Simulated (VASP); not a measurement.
# PbF2 (Immm) in VASP: a series of runs

The runs below take PbF2 through single point, with PBE.

All numbers are computed with VASP 6.6.1; they aren't measurements. Logs are shortened: lines on timing, memory, paths and dates and some standing lists are left out, and cuts for length are marked.

**1. The cell of the first run**

The structure is orthorhombic, space group Immm (No. 71). The conventional cell has a = 4.184 Å, b = 4.216 Å, c = 5.940 Å, α = 90.00°, β = 90.00°, γ = 90.00°. Pb (site symmetry mmm) has 8 F at 2.57 to 2.58 Å within 3.4 Å. Within 3.4 Å of F (site symmetry mm2) lie 4 Pb at 2.57 to 2.58 Å and 6 F at 2.97 Å.

**2. Single point, PBE (strain +0.0075 x Voigt [0, 0, 0, 0, 1, 0])**

INCAR reads:

```
PREC = Accurate ; ENCUT = 520
EDIFF = 1E-7 ; ISMEAR = 0
SIGMA = 0.05 ; LREAL = F
LASPH = T ; NELM = 80
ALGO = Normal ; ISIF = 2
LWAVE = F ; LCHARG = F
GGA = PE ; NBANDS = 21
```

KPOINTS reads:

```
Automatic mesh
0
Gamma
  8 8 8
```

POSCAR reads:

```
PbF2
1.0
    0.0111369375      2.9698500000      2.9698500000
    2.9809869375      0.0000000000      2.9809869375
    2.9698500000      2.9698500000      0.0111369375
Pb F
1 2
Direct
    0.0000000000      0.0000000000      0.0000000000
    0.2500000000      0.2500000000      0.2500000000
    0.7500000000      0.7500000000      0.7500000000
```

Potentials or basis: VASP PAW PBE potentials, release 64 (Pb_d, F).

Launch:

```sh
$ cat potpaw_PBE.64/Pb_d/POTCAR potpaw_PBE.64/F/POTCAR > POTCAR
$ mpirun -np 1 vasp_std > vasp.out
```

OUTCAR:

```text
PREC = Accurate
   ENCUT = 520
   EDIFF = 1E-7
   ISMEAR = 0
   LREAL = F
   LASPH = T
   NELM = 80
   ISIF = 2
   GGA = PE

 ion  position               nearest neighbor table
   1  0.000  0.000  0.000-   3 2.57   3 2.57   2 2.57   2 2.57   3 2.58   3 2.58   2 2.58   2 2.58

   2  0.250  0.250  0.250-   1 2.57   1 2.57   1 2.58   1 2.58
   3  0.750  0.750  0.750-   1 2.57   1 2.57   1 2.58   1 2.58

  LATTYP: Found a body centered orthorhombic cell.
 ALAT       =     4.1842521402
 B/A-ratio  =     1.0075282309
 C/A-ratio  =     1.4195368255

  Lattice vectors:

 A1 = (   0.0111369375,  -2.9698500000,   2.9698500000)
 A2 = (  -0.0111369375,  -2.9698500000,  -2.9698500000)
 A3 = (   2.9698500000,   2.9698500000,   0.0111369375)

Analysis of symmetry for initial positions (statically):
=====================================================================
 Subroutine PRICEL returns:
 Original cell was already a primitive cell.

 Routine SETGRP: Setting up the symmetry group for a
 body centered orthorhombic supercell.

 Subroutine GETGRP returns: Found  8 space group operations
 (whereof  8 operations were pure point group operations)
 out of a pool of  8 trial point group operations.

The static configuration has the point symmetry D_2h.

Analysis of symmetry for dynamics (positions and initial velocities):
=====================================================================
 Subroutine PRICEL returns:
 Original cell was already a primitive cell.

 Routine SETGRP: Setting up the symmetry group for a
 body centered orthorhombic supercell.

 Subroutine GETGRP returns: Found  8 space group operations
 (whereof  8 operations were pure point group operations)
 out of a pool of  8 trial point group operations.

The dynamic configuration has the point symmetry D_2h.

 Subroutine INISYM returns: Found  8 space group operations
 (whereof  8 operations are pure point group operations),
 and found     1 'primitive' translations

----------------------------------------------------------------------------------------

                                     Primitive cell

  volume of cell :      52.3875

  direct lattice vectors                    reciprocal lattice vectors
     0.011136937  2.969850000  2.969850000    -0.168992393  0.168358671  0.168992393
     2.980986937  0.000000000  2.980986937     0.167729685 -0.168358671  0.167729685
[... 83 lines left out ...]
   LSORBIT =      F    spin-orbit coupling
   LASPH  =      T    aspherical Exc in radial PAW
   ENCUT  =  520.0 eV  38.22 Ry    6.18 a.u.   7.81  7.84  7.81*2*pi/ulx,y,z
   NELM   =     80;   NELMIN=  2; NELMDL= -5     # of ELM steps
   EDIFF  = 0.1E-06   stopping-criterion for ELM
   LREAL  =      F    real-space projection
   EDIFFG = 0.1E-05   stopping-criterion for IOM
   NSW    =      0    number of steps for IOM
   IBRION =     -1    ionic relax: 0-MD 1-quasi-New 2-CG
   NFREE  =      0    steps in history (QN), initial steepest desc. (CG)
   ISIF   =      2    stress and relaxation
   ISYM   =      2    0-nonsym 1-usesym 2-fastsym
   POTIM  = 0.5000    time-step for ionic-motion
   TEBEG  =    0.0;   TEEND  =   0.0 temperature during run
   PSTRESS=    0.0 pullay stress
   NELECT =      28.0000    total number of electrons
   NUPDOWN=      -1.0000    fix difference up-down
   EMIN   =  10.00;   EMAX   =-10.00  energy-range for DOS
   EFERMI =   0.00;   METHOD = LEGACY
   ISMEAR =     0;   SIGMA  =   0.05  broadening in eV -4-tet -1-fermi 0-gaus
   EFERMI_NEDOS =   21; number of points for ismear=-14 and -15
   IALGO  =     38    algorithm
   IMIX   =      4    mixing-type and parameters
     AMIX     =   0.40;   BMIX     =  1.00
     AMIX_MAG =   1.60;   BMIX_MAG =  1.00
  volume/ion in A,a.u.               =      17.46       117.84
  Fermi-wavevector in a.u.,A,eV,Ry     =   1.328572  2.510637 24.015685  1.765103
  Thomas-Fermi vector in A             =   2.457799
   LORBIT       =      0    0 simple, 1 ext, 2 COOP (PROOUT), +10 PAW based schemes
   GGA     = PE    functional components
   LHFCALC =     F    Hartree Fock is set to
   AEXX    =    0.0000 exact exchange contribution
   IVDW    =     0    specifies the selected vdW correction
   LEPSILON=     F    determine dielectric tensor
   LRPA    =     F    only Hartree local field effects (RPA)
 non-spin polarized calculation
 Gauss-broadening in eV      SIGMA  =   0.05
  energy-cutoff  :      520.00
  volume of cell :       52.39
 maximum number of plane-waves:      1424
   NGX = 15   NGY = 15   NGZ = 15

 number of electron      28.0000010 magnetization

 Free energy of the ion-electron system (eV)
  ---------------------------------------------------
  ext. energy  EPLUGINS =         0.00000000
  ---------------------------------------------------
  free energy    TOTEN  =       -14.33893261 eV

  energy without entropy =      -14.33893261  energy(sigma->0) =      -14.33893261

 E-fermi :   2.1215     XC(G=0):  -9.3751

 val. band max:        1.8128911953   @ k =  -0.2500   0.5000   0.2500
 cond. band min:       6.2293725974   @ k =   0.5000   0.5000  -0.0000
 fundamental gap:      4.4164814022
 Fermi energy:         2.1215004025

 k-point     1 :       0.0000    0.0000    0.0000
  band No.  band energies     occupation
      1     -19.2345      2.00000
      2     -18.6244      2.00000
      3     -12.6184      2.00000
      4     -12.6175      2.00000
      5     -12.6165      2.00000
      6     -12.5635      2.00000
[... 565 lines left out ...]
     20      17.3367      0.00000
     21      18.5538      0.00000

 [... further k-points ...]

------------------------ aborting loop because EDIFF is reached ----------------------------------------

  FORCE on cell =-STRESS in cart. coord.  units (eV):
  Direction    XX          YY          ZZ          XY          YZ          ZX
  --------------------------------------------------------------------------------------
  -------------------------------------------------------------------------------------
  Total        0.6536325      0.6539442      0.6536325     -0.0000000     -0.0000000     -0.0799154
  in kB       19.9901848     19.9997158     19.9901848     -0.0000000     -0.0000000     -2.4440694
  external PRESSURE =      19.9933618 kB  Pullay stress =       0.0000000 kB

 VOLUME and BASIS-vectors are now :
 -----------------------------------------------------------------------------
  energy-cutoff  :      520.00
  volume of cell :       52.39
      direct lattice vectors                 reciprocal lattice vectors
     0.011136937  2.969850000  2.969850000    -0.168992393  0.168358671  0.168992393
     2.980986937  0.000000000  2.980986937     0.167729685 -0.168358671  0.167729685
     2.969850000  2.969850000  0.011136937     0.168992393  0.168358671 -0.168992393

 POSITION                                       TOTAL-FORCE (eV/Angst)
 -----------------------------------------------------------------------------------
      0.00000      0.00000      0.00000        -0.000000      0.000000      0.000000
      1.49049      1.48493      1.49049         0.000000     -0.021266     -0.000000
      4.47148      4.45477      4.47148         0.000000      0.021266     -0.000000
 -----------------------------------------------------------------------------------
    total drift:                                0.000000     -0.000000      0.000000

  FREE ENERGIE OF THE ION-ELECTRON SYSTEM (eV)
  ---------------------------------------------------
  free  energy   TOTEN  =       -14.3389326095 eV

  energy  without entropy=      -14.3389326095  energy(sigma->0) =      -14.33893261
```

stdout:

```text
POSCAR found type information on POSCAR PbF
 POSCAR found :  2 types and       3 ions
 scaLAPACK will be used
 LDA part: xc-table for (Slater+PW92), standard interpolation
 POSCAR, INCAR and KPOINTS ok, starting setup
 FFT: planning ... GRIDC
 FFT: planning ... GRID_SOFT
 FFT: planning ... GRID
 WAVECAR not read
 entering main loop
```

Wall time 42 s (1 thread of AMD EPYC 9R45 (Zen 5), shared host); peak memory 0.21 GiB.

What came out:

```
Free energy            : -14.3389 eV
Pressure               : 2.0 GPa
Largest force          : 0.021 eV/Å
Band gap on the k mesh : 4.42 eV, indirect (least direct gap 4.56 eV)
```

Forces in eV/Å, atoms in the order of the input:
```
Pb   0.000  0.000  0.000
F    0.000 -0.021  0.000
F    0.000  0.021  0.000
```

Levels at points of the mesh, in eV from the valence-band top:
```
           k point  band 11  band 12  band 13  band 14  band 15  band 16  band 17  band 18
(0.00, 0.00, 0.00)    -2.43    -1.95    -1.94    -1.93     6.72     6.77     6.82    10.63
(0.50, 0.00, 0.00)    -2.63    -2.11    -2.11    -0.02     5.05     7.61     7.67    13.20
(0.00, 0.50, 0.00)    -2.63    -2.11    -2.11    -0.03     5.01     7.63     7.69    13.22
(0.50, 0.50, 0.00)    -1.52    -1.52    -1.52    -0.15     4.42     7.88     7.88     8.98
(0.50, 0.00, 0.50)    -1.53    -1.52    -1.52    -0.15     4.42     7.83     7.92     8.97
```

Caveat: the cell differs from its parent crystal (strain +0.0075 x Voigt [0, 0, 0, 0, 1, 0]); spin-orbit coupling is left out, which moves the levels of the heavy elements. A k mesh can miss the band edges.

**3. Single point, PBE (strain +0.0025 x Voigt [0, 0, 0, 0, 1, 0])**

INCAR reads:

```
ALGO     = Normal         # electronic algorithm
EDIFF    = 1E-7           # SCF threshold, eV
ENCUT    = 520            # plane-wave cutoff, eV
GGA      = PE             # functional
ISIF     = 2              # what is computed and relaxed
ISMEAR   = 0              # smearing method
LASPH    = True           # aspherical terms in the spheres
LCHARG   = True           # write CHGCAR
LELF     = True           # ELF
LREAL    = False          # projectors in reciprocal space
LVHAR    = True         
LWAVE    = False          # write WAVECAR
NBANDS   = 21             # bands
NELM     = 100            # most SCF steps
PREC     = Accurate       # precision mode
SIGMA    = 0.05           # smearing width, eV
```

KPOINTS reads:

```
k-points
0
Gamma
  8 8 8
```

POSCAR reads:

```
PbF2
1.0
    0.0037123125      2.9698500000      2.9698500000
    2.9735623125      0.0000000000      2.9735623125
    2.9698500000      2.9698500000      0.0037123125
Pb F
1 2
Direct
    0.0000000000      0.0000000000      0.0000000000
    0.2500000000      0.2500000000      0.2500000000
    0.7500000000      0.7500000000      0.7500000000
```

Potentials or basis: VASP PAW PBE potentials, release 64 (Pb_d, F).

Launch:

```sh
$ cat potpaw_PBE.64/Pb_d/POTCAR potpaw_PBE.64/F/POTCAR > POTCAR
$ mpirun -np 1 vasp_std > vasp.out
```

It took 42 s on 1 thread of AMD EPYC 9R45 (Zen 5), shared host; peak memory 0.21 GiB.

The run converged. Its results:

| Quantity | Value |
| --- | --- |
| Free energy | -14.3392 eV |
| Pressure | 2.0 GPa |
| Largest force | 0.007 eV/Å |
| Band gap on the k mesh | 4.42 eV, indirect (least direct gap 4.56 eV) |

Forces in eV/Å, atoms in the order of the input:
```
Pb   0.000  0.000  0.000
F    0.000 -0.007  0.000
F    0.000  0.007  0.000
```

Stress tensor (GPa, compression positive):
```
 2.00  0.00 -0.08
 0.00  2.00  0.00
-0.08  0.00  2.00
```

Levels at points of the mesh, in eV from the valence-band top:
| k point | band 12 | band 13 | band 14 | band 15 | band 16 | band 17 |
| --- | --- | --- | --- | --- | --- | --- |
| (0.00, 0.00, 0.00) | -1.94 | -1.94 | -1.93 | 6.75 | 6.77 | 6.79 |
| (0.50, 0.00, 0.00) | -2.11 | -2.11 | -0.03 | 5.03 | 7.64 | 7.65 |
| (0.00, 0.50, 0.00) | -2.11 | -2.11 | -0.03 | 5.02 | 7.64 | 7.66 |
| (0.50, 0.50, 0.00) | -1.52 | -1.52 | -0.15 | 4.42 | 7.88 | 7.88 |
| (0.50, 0.00, 0.50) | -1.52 | -1.52 | -0.15 | 4.42 | 7.86 | 7.89 |

Caveat: the cell differs from its parent crystal (strain +0.0025 x Voigt [0, 0, 0, 0, 1, 0]); spin-orbit coupling is left out, which moves the levels of the heavy elements. A k mesh can miss the band edges.
